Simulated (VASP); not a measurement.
# SnTe (Fm-3m) in VASP: settings compared, part 2 of 2

VASP 6.6.1. Earlier steps stand in the parts before.

## (4) Single point, PBE+D3(BJ)

This run uses another cell than the first one, of 31.37 Å³/atom, 1.023 times its volume.

File INCAR:

```
SYSTEM = SnTe
  PREC = Accurate
  ENCUT = 520
  EDIFF = 1E-7
  ISMEAR = -1
  SIGMA = 0.05
  LREAL = .False.
  LASPH = .True.
  NELM = 80
  ALGO = Normal
  ISIF = 2
  LWAVE = .False.
  LCHARG = .True.
  GGA = PE
  IVDW = 12
  LELF = .True.
  LVHAR = .True.
  NBANDS = 17
```

File KPOINTS:

```
regular mesh
0
Gamma
  7 7 7
  0 0 0
```

File POSCAR:

```
SnTe
1.0
    0.0000000000      3.1536812085      3.1536812085
    3.1536812085      0.0000000000      3.1536812085
    3.1536812085      3.1536812085      0.0000000000
Te Sn
1 1
Direct
    0.5000000000      0.5000000000      0.5000000000
    0.0000000000      0.0000000000      0.0000000000
```

Potentials or basis: VASP PAW PBE potentials, release 64 (Te, Sn_d).

Run with:

```bash
> cat potpaw_PBE.64/Te/POTCAR potpaw_PBE.64/Sn_d/POTCAR > POTCAR
> mpirun -np 1 vasp_std > vasp.out
```

OUTCAR:

```text
SYSTEM = SnTe
   PREC = Accurate
   ENCUT = 520
   EDIFF = 1E-7
   ISMEAR = -1
   LREAL = .False.
   LASPH = .True.
   NELM = 80
   ISIF = 2
   GGA = PE
   IVDW = 12
 IVDW          = 12

 ion  position               nearest neighbor table
   1  0.500  0.500  0.500-   2 3.15   2 3.15   2 3.15   2 3.15   2 3.15   2 3.15
   2  0.000  0.000  0.000-   1 3.15   1 3.15   1 3.15   1 3.15   1 3.15   1 3.15

  LATTYP: Found a face centered cubic cell.
 ALAT       =     6.3073624170

  Lattice vectors:

 A1 = (   0.0000000000,   3.1536812085,   3.1536812085)
 A2 = (   3.1536812085,   0.0000000000,   3.1536812085)
 A3 = (   3.1536812085,   3.1536812085,   0.0000000000)

Analysis of symmetry for initial positions (statically):
[... 33 lines left out ...]
                                     Primitive cell

  volume of cell :      62.7312

  direct lattice vectors                    reciprocal lattice vectors
     0.000000000  3.153681209  3.153681209    -0.158544877  0.158544877  0.158544877
     3.153681209  0.000000000  3.153681209     0.158544877 -0.158544877  0.158544877
     3.153681209  3.153681209  0.000000000     0.158544877  0.158544877 -0.158544877

  length of vectors
     4.459978736  4.459978736  4.459978736     0.274607783  0.274607783  0.274607783

[... 121 lines left out ...]
  energy without entropy =       -7.54951031  energy(sigma->0) =       -7.54954615

 E-fermi :   6.9950     XC(G=0):  -9.4847

 val. band max:        6.6779723632   @ k =   0.4286   0.0000   0.0000
 cond. band min:       7.3390058840   @ k =   0.4286   0.0000   0.0000
 fundamental gap:      0.6610335209
 Fermi energy:         6.9949706658

 k-point     1 :       0.0000    0.0000    0.0000
  band No.  band energies     occupation
      1     -14.9794      2.00000
      2     -14.9794      2.00000
      3     -14.9736      2.00000
      4     -14.9736      2.00000
      5     -14.9736      2.00000
      6      -5.8646      2.00000
[... 377 lines left out ...]
      4     -14.9686      2.00000
      5     -14.9635      2.00000
      6      -4.2379      2.00000
[... 9 lines left out ...]
     16      16.7149      0.00000
     17      17.3350      0.00000

------------------------ aborting loop because EDIFF is reached ----------------------------------------

 Edisp (eV)   -0.79959

 E8    (eV) :    -0.3769

  FORCE on cell =-STRESS in cart. coord.  units (eV):
  Direction    XX          YY          ZZ          XY          YZ          ZX
  --------------------------------------------------------------------------------------
  -------------------------------------------------------------------------------------
  Total      -0.01831    -0.01831    -0.01831    -0.00000    -0.00000    -0.00000
  in kB      -0.46776    -0.46776    -0.46776    -0.00000    -0.00000    -0.00000
  external pressure =       -0.47 kB  Pullay stress =        0.00 kB

 VOLUME and BASIS-vectors are now :
 -----------------------------------------------------------------------------
  energy-cutoff  :      520.00
  volume of cell :       62.73
      direct lattice vectors                 reciprocal lattice vectors
     0.000000000  3.153681209  3.153681209    -0.158544877  0.158544877  0.158544877
     3.153681209  0.000000000  3.153681209     0.158544877 -0.158544877  0.158544877
     3.153681209  3.153681209  0.000000000     0.158544877  0.158544877 -0.158544877

 POSITION                                       TOTAL-FORCE (eV/Angst)
 -----------------------------------------------------------------------------------
      3.15368      3.15368      3.15368         0.000000     -0.000000      0.000000
      0.00000      0.00000      0.00000        -0.000000      0.000000     -0.000000
 -----------------------------------------------------------------------------------
    total drift:                               -0.000000      0.000000      0.000000

  FREE ENERGIE OF THE ION-ELECTRON SYSTEM (eV)
  ---------------------------------------------------
  free  energy   TOTEN  =        -8.3491733257 eV

  energy  without entropy=       -8.3491016392  energy(sigma->0) =       -8.34913748
```

OSZICAR:

```text
N       E                     dE             d eps       ncg     rms          rms(c)
DAV:   1     0.123675064863E+03    0.12368E+03   -0.94782E+03   680   0.133E+03
DAV:   2     0.415553952057E+01   -0.11952E+03   -0.11658E+03   713   0.336E+02
DAV:   3    -0.727532434573E+01   -0.11431E+02   -0.11350E+02   839   0.902E+01
DAV:   4    -0.758665189670E+01   -0.31133E+00   -0.31114E+00   797   0.152E+01
DAV:   5    -0.759906261026E+01   -0.12411E-01   -0.12410E-01  1003   0.300E+00    0.471E+00
DAV:   6    -0.754779045959E+01    0.51272E-01   -0.12033E-01   904   0.231E+00    0.298E+00
DAV:   7    -0.754932376966E+01   -0.15333E-02   -0.50999E-02   777   0.109E+00    0.792E-01
DAV:   8    -0.754946565677E+01   -0.14189E-03   -0.72386E-03   877   0.670E-01    0.179E-01
DAV:   9    -0.754959258164E+01   -0.12692E-03   -0.65926E-04   954   0.246E-01    0.354E-02
DAV:  10    -0.754957811083E+01    0.14471E-04   -0.11240E-04   901   0.909E-02    0.161E-02
DAV:  11    -0.754958308843E+01   -0.49776E-05   -0.44387E-05   837   0.523E-02    0.277E-02
DAV:  12    -0.754958263426E+01    0.45417E-06   -0.30467E-06   815   0.127E-02    0.153E-02
DAV:  13    -0.754958223630E+01    0.39797E-06   -0.27180E-07   768   0.342E-03    0.750E-03
DAV:  14    -0.754958200081E+01    0.23549E-06   -0.52542E-07   864   0.775E-03    0.800E-04
DAV:  15    -0.754958199224E+01    0.85693E-08   -0.53515E-08   378   0.153E-03
   1 F= -.83491733E+01 E0= -.83491375E+01  d E =-.716866E-04
```

Wall time 49 s (1 thread of AMD EPYC 7R43 (Zen 3), shared host); peak memory 0.18 GiB.

Results:

* Free energy: -8.3492 eV
* Pressure: 0.0 GPa
* Dispersion energy per atom: -0.400 eV

Levels at points of the mesh, in eV from the Fermi level:
| k point | band 8 | band 9 | band 10 | band 11 | band 12 | band 13 |
| --- | --- | --- | --- | --- | --- | --- |
| (0.00, 0.00, 0.00) | -2.21 | -2.21 | -2.21 | 3.27 | 3.27 | 3.27 |

Caveat: this odd mesh misses L, where the gap lies, so gap, dielectric constants and Born charges aren't listed; spin-orbit coupling is left out, which moves the levels of the heavy elements.

## (5) Single point, RPBE+D4

File INCAR:

```
PREC     = Accurate       # precision mode
ENCUT    = 520            # plane-wave cutoff, eV
EDIFF    = 1E-6           # SCF threshold, eV
ISMEAR   = -1             # smearing method
SIGMA    = 0.05           # smearing width, eV
LREAL    = False          # projectors in reciprocal space
LASPH    = True           # aspherical terms in the spheres
NELM     = 80             # most SCF steps
ALGO     = Normal         # electronic algorithm
ISIF     = 2              # what is computed and relaxed
LWAVE    = False          # write WAVECAR
LCHARG   = True           # write CHGCAR
GGA      = RP             # functional
IVDW     = 13             # dispersion correction
LELF     = True           # ELF
LVHAR    = True         
NBANDS   = 17             # bands
```

File KPOINTS:

```
Automatic mesh
0
Gamma
  7 7 7
```

File POSCAR:

```
SnTe
1.0
    0.0000000000      3.1297027185      3.1297027185
    3.1297027185      0.0000000000      3.1297027185
    3.1297027185      3.1297027185      0.0000000000
Te Sn
1 1
Direct
    0.5000000000      0.5000000000      0.5000000000
    0.0000000000      0.0000000000      0.0000000000
```

Run with:

```bash
> cat potpaw_PBE.64/Te/POTCAR potpaw_PBE.64/Sn_d/POTCAR > POTCAR
> mpirun -np 1 vasp_std > vasp.out
```

Run time: 39 s. Hardware: 1 thread of AMD EPYC 7R43 (Zen 3), shared host; peak memory 0.17 GiB.

The run converged. Its results:

```
Free energy                : -8.4150 eV
Pressure                   : 0.3 GPa
Dispersion energy per atom : -0.814 eV
```

Levels at points of the mesh, in eV from the Fermi level:
| k point | band 6 | band 7 | band 8 | band 9 | band 10 | band 11 | band 12 | band 13 | band 14 | band 15 |
| --- | --- | --- | --- | --- | --- | --- | --- | --- | --- | --- |
| (0.00, 0.00, 0.00) | -13.06 | -4.65 | -2.32 | -2.32 | -2.32 | 3.31 | 3.31 | 3.31 | 4.60 | 4.60 |

Caveat: this odd mesh misses L, where the gap lies, so gap, dielectric constants and Born charges aren't listed; the PAW data sets were made with another functional, which shifts forces and pressure a little; spin-orbit coupling is left out, which moves the levels of the heavy elements.

## (6) The runs side by side

| level | potentials or basis | cell | pressure (GPa) |
| --- | --- | --- | --- |
| LDA | VASP PAW LDA potentials, release 64 (Te, Sn_d) | a = 4.426 Å, angles 60.0°, 2 atoms | -0.6 |
| LDA | VASP PAW LDA potentials, release 64 (Te, Sn_d) | a = 4.456 Å, angles 60.0°, 2 atoms | -1.5 |
| PBE+D3(BJ) | VASP PAW PBE potentials, release 64 (Te, Sn_d) | a = 4.460 Å, angles 60.0°, 2 atoms | 0.0 |
| RPBE+D4 | VASP PAW PBE potentials, release 64 (Te, Sn_d) | a = 4.426 Å, angles 60.0°, 2 atoms | 0.3 |

Alike in all rows: task single point; no spin polarisation; k mesh 7 × 7 × 7; cutoff (eV) 520; smearing fermi-dirac 0.05 eV.

Caveats: spin-orbit coupling is left out, which moves the levels of the heavy elements; the PAW data sets were made with another functional, which shifts forces and pressure a little (some runs).

Total energies depend on the potentials used, so only differences within one code and one set of settings carry meaning.
